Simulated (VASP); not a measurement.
# Ca (Cmcm) in VASP: notebook

The runs below take Ca through single point, with PBE.

Program: VASP 6.6.1. These are calculated values, not measurements. Logs are shortened: lines on timing, memory, paths and dates and some standing lists are left out, and cuts for length are marked.

**1. The cell of the first run**

The structure is orthorhombic, space group Cmcm (No. 63). The conventional cell has a = 3.986 Å, b = 6.879 Å, c = 6.489 Å, α = 90.00°, β = 90.00°, γ = 90.00°. Within 5.2 Å of Ca (site symmetry m2m) lie 12 Ca at 3.93 to 4.07 Å.

**2. Single point, PBE (strained)**

Input file INCAR:

```
  ALGO = Fast
  EDIFF = 1E-7
  ENCUT = 520
  GGA = PE
  ISIF = 2
  ISMEAR = 0
  LASPH = T
  LCHARG = F
  LREAL = F
  LWAVE = F
  NBANDS = 17
  NELM = 100
  PREC = Accurate
  SIGMA = 0.1
```

Input file KPOINTS:

```
k-points
0
Gamma
  12 12 8
```

Input file POSCAR:

```
Ca
1.0
    1.9929206054     -3.4393599131      0.0000000000
    1.9929206054      3.4393599131      0.0000000000
    0.0000000000      0.0000000000      6.4892589492
Ca
2
Direct
    0.8208611856      0.1791388144      0.2500000000
    0.1791388144      0.8208611856      0.7500000000
```

Potentials or basis: VASP PAW PBE potentials, release 64 (Ca_sv).

Started as:

```
cat potpaw_PBE.64/Ca_sv/POTCAR > POTCAR
mpirun -np 1 vasp_std > vasp.out
```

OUTCAR:

```text
EDIFF = 1E-7
   ENCUT = 520
   GGA = PE
   ISIF = 2
   ISMEAR = 0
   LASPH = T
   LREAL = F
   NELM = 100
   PREC = Accurate

 ion  position               nearest neighbor table
   1  0.821  0.179  0.250-
   2  0.179  0.821  0.750-

  LATTYP: Found a base centered orthorhombic cell.
 ALAT       =     3.9858412108
 B/A-ratio  =     1.7257887262
 C/A-ratio  =     1.6280776393

  Lattice vectors:

 A1 = (   1.9929206054,  -3.4393599131,   0.0000000000)
 A2 = (   1.9929206054,   3.4393599131,   0.0000000000)
 A3 = (   0.0000000000,   0.0000000000,   6.4892589492)

Analysis of symmetry for initial positions (statically):
=====================================================================
 Subroutine PRICEL returns:
 Original cell was already a primitive cell.

 Routine SETGRP: Setting up the symmetry group for a
 base centered orthorhombic supercell.

 Subroutine GETGRP returns: Found  8 space group operations
 (whereof  4 operations were pure point group operations)
 out of a pool of  8 trial point group operations.

The static configuration has the point symmetry C_2h.
 The point group associated with its full space group is D_2h.

Analysis of symmetry for dynamics (positions and initial velocities):
=====================================================================
 Subroutine PRICEL returns:
 Original cell was already a primitive cell.

 Routine SETGRP: Setting up the symmetry group for a
 base centered orthorhombic supercell.

 Subroutine GETGRP returns: Found  8 space group operations
 (whereof  4 operations were pure point group operations)
 out of a pool of  8 trial point group operations.

The dynamic configuration has the point symmetry C_2h.
 The point group associated with its full space group is D_2h.

 Subroutine INISYM returns: Found  8 space group operations
 (whereof  4 operations are pure point group operations),
 and found     1 'primitive' translations

----------------------------------------------------------------------------------------

                                     Primitive cell

  volume of cell :      88.9596

  direct lattice vectors                    reciprocal lattice vectors
     1.992920605 -3.439359913  0.000000000     0.250888068 -0.145375888  0.000000000
     1.992920605  3.439359913  0.000000000     0.250888068  0.145375888  0.000000000
     0.000000000  0.000000000  6.489258949     0.000000000  0.000000000  0.154100801

  length of vectors
     3.975038258  3.975038258  6.489258949     0.289963741  0.289963741  0.154100801

  position of ions in fractional coordinates (direct lattice)
     0.820861186  0.179138814  0.250000000
     0.179138814  0.820861186  0.750000000

  ion indices of the primitive-cell ions
   primitive index   ion index
                 1           1
                 2           2

----------------------------------------------------------------------------------------

 KPOINTS: k-points

Automatic generation of k-mesh.
 Grid dimensions read from file:
 generate k-points for:   12   12    8

 Generating k-lattice:

  Cartesian coordinates                     Fractional coordinates (reciprocal lattice)
     0.020907339 -0.012114657  0.000000000     0.083333333 -0.000000000  0.000000000
     0.020907339  0.012114657  0.000000000    -0.000000000  0.083333333  0.000000000
     0.000000000  0.000000000  0.019262600     0.000000000  0.000000000  0.125000000

  Length of vectors
     0.024163645  0.024163645  0.019262600

  Shift w.r.t. Gamma in fractional coordinates (k-lattice)
     0.000000000  0.000000000  0.000000000

 Subroutine IBZKPT returns following result:
 ===========================================

 Found    215 irreducible k-points:

 Following reciprocal coordinates:
            Coordinates               Weight
  0.000000  0.000000  0.000000      1.000000
  0.083333  0.000000  0.000000      4.000000
  0.166667  0.000000  0.000000      4.000000
  0.250000 -0.000000  0.000000      4.000000
  0.333333 -0.000000  0.000000      4.000000
  0.416667  0.000000  0.000000      4.000000
[... 16 lines left out ...]
  0.500000  0.166667  0.000000      4.000000
 -0.416667  0.166667  0.000000      4.000000
 [... further k-points ...]
   k-points           NKPTS =    215   k-points in BZ     NKDIM =    215   number of bands    NBANDS=     17
   number of dos      NEDOS =    301   number of ions     NIONS =      2
   total plane-waves  NPLWV =  43200
   dimension x,y,z NGX =    30 NGY =   30 NGZ =   48
   dimension x,y,z NGXF=    60 NGYF=   60 NGZF=   96
   ions per type =               2
   NGX,Y,Z   is equivalent  to a cutoff of  12.55, 12.55, 12.30 a.u.
   NGXF,Y,Z  is equivalent  to a cutoff of  25.09, 25.09, 24.59 a.u.
 SYSTEM =  unknown system
   PREC   = accura    normal or accurate (medium, high low for compatibility)
   ISTART =      0    job   : 0-new  1-cont  2-samecut
   ICHARG =      2    charge: 1-file 2-atom 10-const
   ISPIN  =      1    spin polarized calculation?
   LNONCOLLINEAR =      F non collinear calculations
   LSORBIT =      F    spin-orbit coupling
   LASPH  =      T    aspherical Exc in radial PAW
   ENCUT  =  520.0 eV  38.22 Ry    6.18 a.u.   7.39  7.39 12.07*2*pi/ulx,y,z
   NELM   =    100;   NELMIN=  2; NELMDL= -5     # of ELM steps
   EDIFF  = 0.1E-06   stopping-criterion for ELM
   LREAL  =      F    real-space projection
   EDIFFG = 0.1E-05   stopping-criterion for IOM
   NSW    =      0    number of steps for IOM
   IBRION =     -1    ionic relax: 0-MD 1-quasi-New 2-CG
   NFREE  =      0    steps in history (QN), initial steepest desc. (CG)
   ISIF   =      2    stress and relaxation
   ISYM   =      2    0-nonsym 1-usesym 2-fastsym
   POTIM  = 0.5000    time-step for ionic-motion
   TEBEG  =    0.0;   TEEND  =   0.0 temperature during run
   PSTRESS=    0.0 pullay stress
   NELECT =      20.0000    total number of electrons
   NUPDOWN=      -1.0000    fix difference up-down
   EMIN   =  10.00;   EMAX   =-10.00  energy-range for DOS
   EFERMI =   0.00;   METHOD = LEGACY
   ISMEAR =     0;   SIGMA  =   0.10  broadening in eV -4-tet -1-fermi 0-gaus
   EFERMI_NEDOS =   21; number of points for ismear=-14 and -15
   IALGO  =     68    algorithm
   IMIX   =      4    mixing-type and parameters
     AMIX     =   0.40;   BMIX     =  1.00
     AMIX_MAG =   1.60;   BMIX_MAG =  1.00
  volume/ion in A,a.u.               =      44.48       300.16
  Fermi-wavevector in a.u.,A,eV,Ry     =   0.995453  1.881133 13.482365  0.990926
  Thomas-Fermi vector in A             =   2.127474
   LORBIT       =      0    0 simple, 1 ext, 2 COOP (PROOUT), +10 PAW based schemes
   GGA     = PE    functional components
   LHFCALC =     F    Hartree Fock is set to
   AEXX    =    0.0000 exact exchange contribution
   IVDW    =     0    specifies the selected vdW correction
   LEPSILON=     F    determine dielectric tensor
   LRPA    =     F    only Hartree local field effects (RPA)
 non-spin polarized calculation
 RMM-DIIS sequential band-by-band and
 Gauss-broadening in eV      SIGMA  =   0.10
  energy-cutoff  :      520.00
  volume of cell :       88.96
 maximum number of plane-waves:      2432
 NGX is ok and might be reduce to    30
   NGX = 15   NGY = 15   NGZ = 25

 number of electron      20.0000000 magnetization

 Free energy of the ion-electron system (eV)
  ---------------------------------------------------
  ext. energy  EPLUGINS =         0.00000000
  ---------------------------------------------------
  free energy    TOTEN  =        -3.84386402 eV

  energy without entropy =       -3.83299310  energy(sigma->0) =       -3.83842856

 E-fermi :   1.8149     XC(G=0):  -7.5738

 val. band max:        1.8066038621   @ k =  -0.3333   0.3333   0.0000
 cond. band min:       1.8185698095   @ k =  -0.3333   0.2500   0.0000
 fundamental gap:      0.0119659474
 Fermi energy:         1.8149401059

 k-point     1 :       0.0000    0.0000    0.0000
  band No.  band energies     occupation
      1     -40.3736      2.00000
      2     -40.3628      2.00000
      3     -21.4074      2.00000
      4     -21.3199      2.00000
      5     -21.3086      2.00000
      6     -21.2991      2.00000
[... 9 lines left out ...]
     16       4.3428      0.00000
     17       4.5486      0.00000

 k-point     2 :       0.0833    0.0000    0.0000
  band No.  band energies     occupation
      1     -40.3729      2.00000
      2     -40.3625      2.00000
      3     -21.4048      2.00000
      4     -21.3247      2.00000
      5     -21.3115      2.00000
      6     -21.3047      2.00000
[... 9 lines left out ...]
     16       4.3853      0.00000
     17       4.4534      0.00000

 k-point     3 :       0.1667    0.0000    0.0000
  band No.  band energies     occupation
      1     -40.3711      2.00000
      2     -40.3617      2.00000
      3     -21.3973      2.00000
      4     -21.3389      2.00000
      5     -21.3215      2.00000
      6     -21.3170      2.00000
[... 9 lines left out ...]
     16       4.4070      0.00000
     17       4.5199      0.00000

 k-point     4 :       0.2500   -0.0000    0.0000
  band No.  band energies     occupation
      1     -40.3686      2.00000
      2     -40.3608      2.00000
      3     -21.3859      2.00000
      4     -21.3595      2.00000
      5     -21.3430      2.00000
      6     -21.3244      2.00000
[... 9 lines left out ...]
     16       4.6019      0.00000
     17       4.6947      0.00000

 k-point     5 :       0.3333   -0.0000    0.0000
  band No.  band energies     occupation
      1     -40.3659      2.00000
      2     -40.3601      2.00000
      3     -21.3804      2.00000
      4     -21.3723      2.00000
      5     -21.3644      2.00000
      6     -21.3311      2.00000
[... 9 lines left out ...]
     16       4.9472      0.00000
     17       5.1474      0.00000

 k-point     6 :       0.4167    0.0000    0.0000
  band No.  band energies     occupation
      1     -40.3635      2.00000
      2     -40.3599      2.00000
      3     -21.3960      2.00000
      4     -21.3799      2.00000
      5     -21.3589      2.00000
      6     -21.3358      2.00000
[... 9 lines left out ...]
     16       5.3556      0.00000
     17       5.5378      0.00000

 k-point     7 :       0.5000   -0.0000    0.0000
  band No.  band energies     occupation
      1     -40.3625      2.00000
      2     -40.3600      2.00000
      3     -21.4017      2.00000
      4     -21.3855      2.00000
      5     -21.3518      2.00000
      6     -21.3375      2.00000
[... 9 lines left out ...]
     16       5.6508      0.00000
     17       5.7324      0.00000

 k-point     8 :       0.0833    0.0833    0.0000
  band No.  band energies     occupation
      1     -40.3717      2.00000
      2     -40.3620      2.00000
      3     -21.3994      2.00000
      4     -21.3348      2.00000
      5     -21.3200      2.00000
      6     -21.3103      2.00000
[... 9 lines left out ...]
     16       4.2788      0.00000
     17       4.5589      0.00000
[... 203 lines left out ...]
      1     -40.3672      2.00000
      2     -40.3605      2.00000
      3     -21.3784      2.00000
      4     -21.3636      2.00000
      5     -21.3570      2.00000
      6     -21.3248      2.00000
[... 9 lines left out ...]
     16       4.5360      0.00000
     17       4.8277      0.00000

 k-point    20 :       0.2500    0.1667    0.0000
  band No.  band energies     occupation
      1     -40.3647      2.00000
      2     -40.3601      2.00000
      3     -21.3778      2.00000
      4     -21.3713      2.00000
      5     -21.3651      2.00000
      6     -21.3351      2.00000
[... 9 lines left out ...]
     16       4.7842      0.00000
     17       5.1139      0.00000

 k-point    21 :       0.3333    0.1667    0.0000
  band No.  band energies     occupation
      1     -40.3625      2.00000
      2     -40.3600      2.00000
      3     -21.3904      2.00000
      4     -21.3778      2.00000
      5     -21.3521      2.00000
      6     -21.3448      2.00000
[... 9 lines left out ...]
     16       5.0872      0.00000
     17       5.4609      0.00000

 k-point    22 :       0.4167    0.1667    0.0000
  band No.  band energies     occupation
      1     -40.3617      2.00000
      2     -40.3599      2.00000
      3     -21.3950      2.00000
      4     -21.3789      2.00000
      5     -21.3495      2.00000
      6     -21.3474      2.00000
[... 9 lines left out ...]
     16       5.3494      0.00000
     17       5.5758      0.00000

 k-point    23 :       0.5000    0.1667    0.0000
  band No.  band energies     occupation
      1     -40.3630      2.00000
      2     -40.3594      2.00000
      3     -21.3903      2.00000
      4     -21.3753      2.00000
      5     -21.3573      2.00000
      6     -21.3472      2.00000
[... 9 lines left out ...]
     16       5.1635      0.00000
     17       5.5917      0.00000

 k-point    24 :      -0.4167    0.1667    0.0000
  band No.  band energies     occupation
      1     -40.3652      2.00000
      2     -40.3595      2.00000
      3     -21.3773      2.00000
      4     -21.3704      2.00000
      5     -21.3673      2.00000
      6     -21.3394      2.00000
[... 9 lines left out ...]
     16       4.8797      0.00000
     17       5.3738      0.00000

 [... further k-points ...]

------------------------ aborting loop because EDIFF is reached ----------------------------------------

  FORCE on cell =-STRESS in cart. coord.  units (eV):
  Direction    XX          YY          ZZ          XY          YZ          ZX
  --------------------------------------------------------------------------------------
  -------------------------------------------------------------------------------------
  Total       -0.3305771     -0.5935940     -0.3438400      0.0000000      0.0000000      0.0000000
  in kB       -5.9537506    -10.6907292     -6.1926182      0.0000000      0.0000000      0.0000000
  external PRESSURE =      -7.6123660 kB  Pullay stress =       0.0000000 kB

 VOLUME and BASIS-vectors are now :
 -----------------------------------------------------------------------------
  energy-cutoff  :      520.00
  volume of cell :       88.96
      direct lattice vectors                 reciprocal lattice vectors
     1.992920605 -3.439359913  0.000000000     0.250888068 -0.145375888  0.000000000
     1.992920605  3.439359913  0.000000000     0.250888068  0.145375888  0.000000000
     0.000000000  0.000000000  6.489258949     0.000000000  0.000000000  0.154100801

 POSITION                                       TOTAL-FORCE (eV/Angst)
 -----------------------------------------------------------------------------------
      1.99292     -2.20711      1.62231         0.000000     -0.048789     -0.000000
      1.99292      2.20711      4.86694         0.000000      0.048789      0.000000
 -----------------------------------------------------------------------------------
    total drift:                                0.000000      0.000000      0.000000

  FREE ENERGIE OF THE ION-ELECTRON SYSTEM (eV)
  ---------------------------------------------------
  free  energy   TOTEN  =        -3.8438640220 eV

  energy  without entropy=       -3.8329930988  energy(sigma->0) =       -3.83842856
```

Wall time 11 min (1 thread of Intel Xeon Platinum 8375C at 2.90GHz (Ice Lake), shared host); peak memory 0.4 GiB.

What came out:

- Free energy: -3.8439 eV
- Pressure: -0.8 GPa
- Largest force: 0.049 eV/Å
- Band gap on the k mesh: zero (bands 10 and 11 overlap by 0.50 eV)

Forces on the atoms (eV/Å):
```
Ca   0.000 -0.049  0.000
Ca   0.000  0.049  0.000
```

Caveat: the cell differs from its parent crystal (strained).

[end of part 1 of 2]
